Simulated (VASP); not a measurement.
# Sc (Fm-3m) in VASP: settings compared, part 2 of 2

VASP 6.6.1.

## (3) Single point, PBE

INCAR

```
SYSTEM = Sc
PREC     = Accurate       ! precision mode
ENCUT    = 500            ! plane-wave cutoff, eV
EDIFF    = 1E-6           ! SCF threshold, eV
ISMEAR   = -1             ! smearing method
SIGMA    = 0.13605693122994 ! smearing width, eV
LREAL    = .False.        ! projectors in reciprocal space
LASPH    = .True.         ! aspherical terms in the spheres
NELM     = 120            ! most SCF steps
ALGO     = Normal         ! electronic algorithm
ISIF     = 2              ! what is computed and relaxed
LWAVE    = .False.        ! write WAVECAR
LCHARG   = .False.        ! write CHGCAR
GGA      = PE             ! functional
NBANDS   = 12             ! bands
GGA_COMPAT= .False.
```

KPOINTS

```
regular mesh
0
Gamma
  8 8 8
  0 0 0
```

POSCAR

```
Sc
1.0
    0.0000000000      2.3268462047      2.3268462047
    2.3268462047      0.0000000000      2.3268462047
    2.3268462047      2.3268462047      0.0000000000
Sc
1
Direct
    0.0000000000      0.0000000000      0.0000000000
```

Potentials or basis: VASP PAW PBE potentials, release 64 (Sc_sv).

Command:

```
cat potpaw_PBE.64/Sc_sv/POTCAR > POTCAR
mpirun -np 1 vasp_std > vasp.out
```

OUTCAR:

```text
SYSTEM = Sc
   PREC = Accurate
   ENCUT = 500
   EDIFF = 1E-6
   ISMEAR = -1
   LREAL = .False.
   LASPH = .True.
   NELM = 120
   ISIF = 2
   GGA = PE

 ion  position               nearest neighbor table
   1  0.000  0.000  0.000-

  LATTYP: Found a face centered cubic cell.
 ALAT       =     4.6536924094

  Lattice vectors:

 A1 = (   0.0000000000,   2.3268462047,   2.3268462047)
 A2 = (   2.3268462047,   0.0000000000,   2.3268462047)
 A3 = (   2.3268462047,   2.3268462047,   0.0000000000)

Analysis of symmetry for initial positions (statically):
[... 33 lines left out ...]
                                     Primitive cell

  volume of cell :      25.1961

  direct lattice vectors                    reciprocal lattice vectors
     0.000000000  2.326846205  2.326846205    -0.214883132  0.214883132  0.214883132
     2.326846205  0.000000000  2.326846205     0.214883132 -0.214883132  0.214883132
     2.326846205  2.326846205  0.000000000     0.214883132  0.214883132 -0.214883132

  length of vectors
     3.290657460  3.290657460  3.290657460     0.372188502  0.372188502  0.372188502

  position of ions in fractional coordinates (direct lattice)
     0.000000000  0.000000000  0.000000000

  ion indices of the primitive-cell ions
   primitive index   ion index
                 1           1

----------------------------------------------------------------------------------------

 KPOINTS: regular mesh

Automatic generation of k-mesh.
 Grid dimensions read from file:
 generate k-points for:    8    8    8

 Generating k-lattice:

  Cartesian coordinates                     Fractional coordinates (reciprocal lattice)
    -0.026860391  0.026860391  0.026860391     0.125000000  0.000000000  0.000000000
     0.026860391 -0.026860391  0.026860391     0.000000000  0.125000000  0.000000000
     0.026860391  0.026860391 -0.026860391     0.000000000  0.000000000  0.125000000

  Length of vectors
     0.046523563  0.046523563  0.046523563

  Shift w.r.t. Gamma in fractional coordinates (k-lattice)
     0.000000000  0.000000000  0.000000000

 Subroutine IBZKPT returns following result:
 ===========================================

 Found     29 irreducible k-points:

 Following reciprocal coordinates:
            Coordinates               Weight
  0.000000  0.000000  0.000000      1.000000
  0.125000  0.000000  0.000000      8.000000
  0.250000  0.000000  0.000000      8.000000
  0.375000  0.000000  0.000000      8.000000
  0.500000  0.000000  0.000000      4.000000
  0.125000  0.125000  0.000000      6.000000
[... 16 lines left out ...]
  0.500000  0.250000  0.125000     48.000000
 -0.375000  0.250000  0.125000     24.000000
 [... further k-points ...]
   k-points           NKPTS =     29   k-points in BZ     NKDIM =     29   number of bands    NBANDS=     12
   number of dos      NEDOS =    301   number of ions     NIONS =      1
   total plane-waves  NPLWV =  13824
   dimension x,y,z NGX =    24 NGY =   24 NGZ =   24
   dimension x,y,z NGXF=    48 NGYF=   48 NGZF=   48
   ions per type =               1
   NGX,Y,Z   is equivalent  to a cutoff of  12.12, 12.12, 12.12 a.u.
   NGXF,Y,Z  is equivalent  to a cutoff of  24.25, 24.25, 24.25 a.u.
 SYSTEM =  Sc
   PREC   = accura    normal or accurate (medium, high low for compatibility)
   ISTART =      0    job   : 0-new  1-cont  2-samecut
   ICHARG =      2    charge: 1-file 2-atom 10-const
   ISPIN  =      1    spin polarized calculation?
   LNONCOLLINEAR =      F non collinear calculations
   LSORBIT =      F    spin-orbit coupling
   LASPH  =      T    aspherical Exc in radial PAW
   ENCUT  =  500.0 eV  36.75 Ry    6.06 a.u.   6.00  6.00  6.00*2*pi/ulx,y,z
   NELM   =    120;   NELMIN=  2; NELMDL= -5     # of ELM steps
   EDIFF  = 0.1E-05   stopping-criterion for ELM
   LREAL  =      F    real-space projection
   EDIFFG = 0.1E-04   stopping-criterion for IOM
   NSW    =      0    number of steps for IOM
   IBRION =     -1    ionic relax: 0-MD 1-quasi-New 2-CG
   NFREE  =      0    steps in history (QN), initial steepest desc. (CG)
   ISIF   =      2    stress and relaxation
   ISYM   =      2    0-nonsym 1-usesym 2-fastsym
   POTIM  = 0.5000    time-step for ionic-motion
   TEBEG  =    0.0;   TEEND  =   0.0 temperature during run
   PSTRESS=    0.0 pullay stress
   NELECT =      11.0000    total number of electrons
   NUPDOWN=      -1.0000    fix difference up-down
   EMIN   =  10.00;   EMAX   =-10.00  energy-range for DOS
   EFERMI =   0.00;   METHOD = LEGACY
   ISMEAR =    -1;   SIGMA  =   0.14  broadening in eV -4-tet -1-fermi 0-gaus
   EFERMI_NEDOS =   21; number of points for ismear=-14 and -15
   IALGO  =     38    algorithm
   IMIX   =      4    mixing-type and parameters
     AMIX     =   0.40;   BMIX     =  1.00
     AMIX_MAG =   1.60;   BMIX_MAG =  1.00
  volume/ion in A,a.u.               =      25.20       170.03
  Fermi-wavevector in a.u.,A,eV,Ry     =   1.241923  2.346894 20.985259  1.542373
  Thomas-Fermi vector in A             =   2.376300
   LORBIT       =      0    0 simple, 1 ext, 2 COOP (PROOUT), +10 PAW based schemes
   GGA     = PE    functional components
   LHFCALC =     F    Hartree Fock is set to
   AEXX    =    0.0000 exact exchange contribution
   IVDW    =     0    specifies the selected vdW correction
   LEPSILON=     F    determine dielectric tensor
   LRPA    =     F    only Hartree local field effects (RPA)
 non-spin polarized calculation
  energy-cutoff  :      500.00
  volume of cell :       25.20
 maximum number of plane-waves:       652
   NGX = 11   NGY = 11   NGZ = 11

 number of electron      11.0000003 magnetization

 Free energy of the ion-electron system (eV)
  ---------------------------------------------------
  ext. energy  EPLUGINS =         0.00000000
  ---------------------------------------------------
  free energy    TOTEN  =        -6.25913123 eV

  energy without entropy =       -6.14067532  energy(sigma->0) =       -6.19990328

 E-fermi :   3.6186     XC(G=0):  -9.7877

 val. band max:        3.6066712161   @ k =   0.3750   0.2500   0.0000
 cond. band min:       3.6647234162   @ k =  -0.2500   0.3750   0.1250
 fundamental gap:      0.0580522001
 Fermi energy:         3.6186462152

 k-point     1 :       0.0000    0.0000    0.0000
  band No.  band energies     occupation
      1     -45.8788      2.00000
      2     -24.3074      2.00000
      3     -24.3074      2.00000
      4     -24.3074      2.00000
      5      -1.5359      2.00000
      6       5.1641      0.00002
      7       5.1641      0.00002
      8       5.1641      0.00002
      9       6.5012      0.00000
     10       6.5012      0.00000
     11      15.9955      0.00000
     12      19.2959      0.00000

 k-point     2 :       0.1250    0.0000    0.0000
  band No.  band energies     occupation
      1     -45.8710      2.00000
      2     -24.3623      2.00000
      3     -24.3145      2.00000
      4     -24.3145      2.00000
      5      -1.1531      2.00000
      6       4.8966      0.00017
      7       5.2896      0.00001
      8       5.2896      0.00001
      9       6.4239      0.00000
     10       6.4239      0.00000
     11      16.1211      0.00000
     12      17.1738      0.00000

 k-point     3 :       0.2500    0.0000    0.0000
  band No.  band energies     occupation
      1     -45.8521      2.00000
      2     -24.4927      2.00000
      3     -24.3317      2.00000
      4     -24.3317      2.00000
      5      -0.1091      2.00000
      6       4.3402      0.00990
      7       5.3639      0.00001
      8       5.3639      0.00001
      9       6.5472      0.00000
     10       6.5472      0.00000
     11      13.7829      0.00000
     12      16.5599      0.00000
[... 286 lines left out ...]
 k-point    23 :       0.5000    0.2500    0.1250
  band No.  band energies     occupation
      1     -45.8227      2.00000
      2     -24.5923      2.00000
      3     -24.4382      2.00000
      4     -24.3747      2.00000
      5       1.9530      1.99999
      6       3.6725      0.80465
      7       4.4340      0.00498
      8       5.8163      0.00000
      9       6.8380      0.00000
     10       7.9156      0.00000
     11      11.5276      0.00000
     12      14.1109      0.00000

 k-point    24 :      -0.3750    0.2500    0.1250
  band No.  band energies     occupation
      1     -45.8163      2.00000
      2     -24.6216      2.00000
      3     -24.4509      2.00000
      4     -24.3859      2.00000
      5       2.7202      1.99729
      6       3.3090      1.81375
      7       4.4223      0.00543
      8       5.6925      0.00000
      9       7.2287      0.00000
     10       8.4785      0.00000
     11       9.9609      0.00000
     12      14.4851      0.00000

 [... further k-points ...]
[... 5 lines left out ...]
  --------------------------------------------------------------------------------------
  -------------------------------------------------------------------------------------
  Total       -0.1014874     -0.1014874     -0.1014874      0.0000000      0.0000000      0.0000000
  in kB       -6.4534185     -6.4534185     -6.4534185      0.0000000      0.0000000      0.0000000
  external PRESSURE =      -6.4534185 kB  Pullay stress =       0.0000000 kB

 VOLUME and BASIS-vectors are now :
 -----------------------------------------------------------------------------
  energy-cutoff  :      500.00
  volume of cell :       25.20
      direct lattice vectors                 reciprocal lattice vectors
     0.000000000  2.326846205  2.326846205    -0.214883132  0.214883132  0.214883132
     2.326846205  0.000000000  2.326846205     0.214883132 -0.214883132  0.214883132
     2.326846205  2.326846205  0.000000000     0.214883132  0.214883132 -0.214883132

 POSITION                                       TOTAL-FORCE (eV/Angst)
 -----------------------------------------------------------------------------------
      0.00000      0.00000      0.00000        -0.000000      0.000000     -0.000000
 -----------------------------------------------------------------------------------
    total drift:                                0.000000      0.000000      0.000000

  FREE ENERGIE OF THE ION-ELECTRON SYSTEM (eV)
  ---------------------------------------------------
  free  energy   TOTEN  =        -6.2591312325 eV

  energy  without entropy=       -6.1406753186  energy(sigma->0) =       -6.19990328
```

Run time: 2.8 s. Hardware: 1 thread of Intel Xeon 6975P-C (Granite Rapids), shared host; peak memory 0.13 GiB.

What came out:

```yaml
Free_energy: -6.2591 eV
Pressure: -0.6 GPa
```

## (4) Single point, PBE

INCAR

```
SYSTEM = Sc
ALGO = Normal
EDIFF = 1E-6
ENCUT = 500
GGA = PE
GGA_COMPAT = .False.
ISIF = 2
ISMEAR = 1
LASPH = .True.
LCHARG = .True.
LELF = .True.
LREAL = .False.
LVHAR = .True.
LWAVE = .False.
NBANDS = 12
NELM = 120
PREC = Accurate
SIGMA = 0.21
```

KPOINTS

```
k-points
0
Gamma
  8 8 8
  0 0 0
```

POSCAR is that of step 3.

Command:

```
cat potpaw_PBE.64/Sc_sv/POTCAR > POTCAR
mpirun -np 1 vasp_std > vasp.out
```

It took 3 s on 1 thread of Intel Xeon 6975P-C (Granite Rapids), shared host; peak memory 0.13 GiB.

It converged, with:

- Free energy: -6.1975 eV
- Pressure: -1.1 GPa

Levels at points of the mesh, in eV from the Fermi level:
| k point | band 2 | band 3 | band 4 | band 5 | band 6 | band 7 | band 8 | band 9 |
| --- | --- | --- | --- | --- | --- | --- | --- | --- |
| (0.00, 0.00, 0.00) | -27.93 | -27.93 | -27.93 | -5.15 | 1.54 | 1.54 | 1.54 | 2.88 |
| (0.50, 0.00, 0.00) | -28.30 | -27.98 | -27.98 | -1.75 | 0.18 | 1.44 | 1.44 | 3.74 |
| (0.50, 0.50, 0.00) | -28.27 | -28.06 | -28.06 | -1.48 | -0.60 | 1.83 | 3.74 | 3.96 |

## (5) Single point, PBEsol

INCAR

```
SYSTEM = Sc
  PREC = Accurate
  ENCUT = 500
  EDIFF = 1E-6
  ISMEAR = 0
  SIGMA = 0.1
  LREAL = .FALSE.
  LASPH = .TRUE.
  NELM = 120
  ALGO = Normal
  ISIF = 2
  LWAVE = .FALSE.
  LCHARG = .FALSE.
  GGA = PS
  NBANDS = 12
  GGA_COMPAT = .FALSE.
```

KPOINTS

```
regular mesh
0
G
  8 8 8
  0 0 0
```

POSCAR is that of step 4.

Command:

```
cat potpaw_PBE.64/Sc_sv/POTCAR > POTCAR
mpirun -np 1 vasp_std > vasp.out
```

It took 2.8 s on 1 thread of Intel Xeon 6975P-C (Granite Rapids), shared host; peak memory 0.13 GiB.

It converged, with:

```yaml
Free_energy: -6.5451 eV
Pressure: -3.2 GPa
```

Levels at points of the mesh, in eV from the Fermi level:
```
           k point  band 1  band 2  band 3  band 4  band 5  band 6  band 7  band 8  band 9  band 10
(0.00, 0.00, 0.00)  -49.30  -27.81  -27.81  -27.81   -5.17    1.53    1.53    1.53    2.87     2.87
(0.50, 0.00, 0.00)  -49.24  -28.18  -27.86  -27.86   -1.77    0.18    1.42    1.42    3.75     3.75
(0.50, 0.50, 0.00)  -49.23  -28.16  -27.95  -27.95   -1.50   -0.62    1.83    3.74    3.97     3.97
```

Caveat: the PAW data sets were made with another functional, which shifts forces and pressure a little.

## (6) Summary

| level | smearing | gap on the mesh (eV) | pressure (GPa) |
| --- | --- | --- | --- |
| PBE | gaussian 0.23 eV | none | -0.9 |
| PBE | fermi-dirac 0.136057 eV | none | -0.6 |
| PBE | methfessel-paxton 0.21 eV | none | -1.1 |
| PBEsol | gaussian 0.1 eV | none | -3.2 |

Alike in all rows: task single point; potentials or basis VASP PAW PBE potentials, release 64 (Sc_sv); no spin polarisation; cell as given; k mesh 8 × 8 × 8; cutoff (eV) 500.

Every run on the cell as given and a fine mesh finds a metal. The pressure there spans -3.2 GPa (PBEsol) to -0.6 GPa (PBE); a positive pressure means that this level wants a larger cell, a negative one a smaller.

Caveats: the PAW data sets were made with another functional, which shifts forces and pressure a little (some runs).

Total energies depend on the potentials used, so only differences within one code and one set of settings carry meaning.
